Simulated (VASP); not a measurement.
## Co2IrN3: single point with PBE

Co2IrN3:

```
Co Ir N
1.0
     2.78177    0.00000    0.00000
    -1.39089    2.40909    0.00000
     0.00000    0.00000   16.03824
Co Ir N
4 2 6
Direct
  0.33333 0.66667 0.92800
  0.66667 0.33333 0.42800
  0.66667 0.33333 0.07200
  0.33333 0.66667 0.57200
  0.00000 0.00000 0.25000
  0.00000 0.00000 0.75000
  0.00000 0.00000 0.50000
  0.00000 0.00000 0.00000
  0.33333 0.66667 0.36500
  0.66667 0.33333 0.86500
  0.66667 0.33333 0.63500
  0.33333 0.66667 0.13500
```

```yaml
Program: VASP 6.6.1
Task: single point
Functional: PBE
Potentials_or_basis: VASP PAW PBE potentials, release 64 (Co, Ir, N)
Cutoff: 520 eV
k_mesh: 6 × 6 × 1
Occupations: gaussian, width 0.1 eV
Spin: collinear spin, ferromagnetic start
Starting_moments: "[3.0, 3.0, 3.0, 3.0, 1.0, 1.0, 0.0, 0.0, 0.0, 0.0, 0.0, 0.0] μB"
```

```json
{
  "Pressure": "4.4 GPa",
  "Largest force": "0.571 eV/Å",
  "Band gap on the k mesh": "zero (filled and empty bands overlap)",
  "Net moment": "-0.01 μB per cell",
  "Valence electrons inside the program's atomic spheres": "Co 8.61; Ir 7.93; N 3.71, 3.60 (each value once)"
}
```

Forces on the atoms (eV/Å):
```
Co   0.000  0.000 -0.570
Co   0.000  0.000 -0.570
Co   0.000  0.000  0.570
Co   0.000  0.000  0.570
Ir   0.000  0.000  0.000
Ir   0.000  0.000  0.000
N    0.000  0.000  0.000
N    0.000  0.000  0.000
N    0.000  0.000 -0.571
N    0.000  0.000 -0.571
N    0.000  0.000  0.571
N    0.000  0.000  0.571
```

Stress tensor (GPa, compression positive):
```
2.50 0.00 0.00
0.00 2.50 0.00
0.00 0.00 8.25
```

Levels at points of the mesh, in eV from the Fermi level:
Spin up:
| k point | band 39 | band 40 | band 41 | band 42 | band 43 | band 44 | band 45 | band 46 |
| --- | --- | --- | --- | --- | --- | --- | --- | --- |
| (0.00, 0.00, 0.00) | -0.64 | -0.64 | -0.38 | -0.38 | -0.28 | -0.16 | 0.12 | 0.12 |
| (0.50, 0.00, 0.00) | -0.28 | -0.26 | -0.24 | -0.15 | 0.71 | 0.80 | 0.97 | 1.17 |
Spin down:
| k point | band 40 | band 41 | band 42 | band 43 | band 44 | band 45 |
| --- | --- | --- | --- | --- | --- | --- |
| (0.00, 0.00, 0.00) | -0.64 | -0.38 | -0.38 | -0.29 | -0.16 | 0.12 |
| (0.50, 0.00, 0.00) | -0.26 | -0.24 | -0.15 | 0.71 | 0.80 | 0.97 |

Run time: 3.2 min on 1 thread of Intel(R) Xeon(R) 6975P-C (Granite Rapids), with other jobs on the host, peak memory 0.33 GiB.

Caveat: the k points lie up to 0.43 Å⁻¹ apart; spin-orbit coupling is left out, which moves the levels of the heavy elements. With open d or f shells a metallic result of PBE can be an artefact of self-interaction; +U or a hybrid may open a gap.
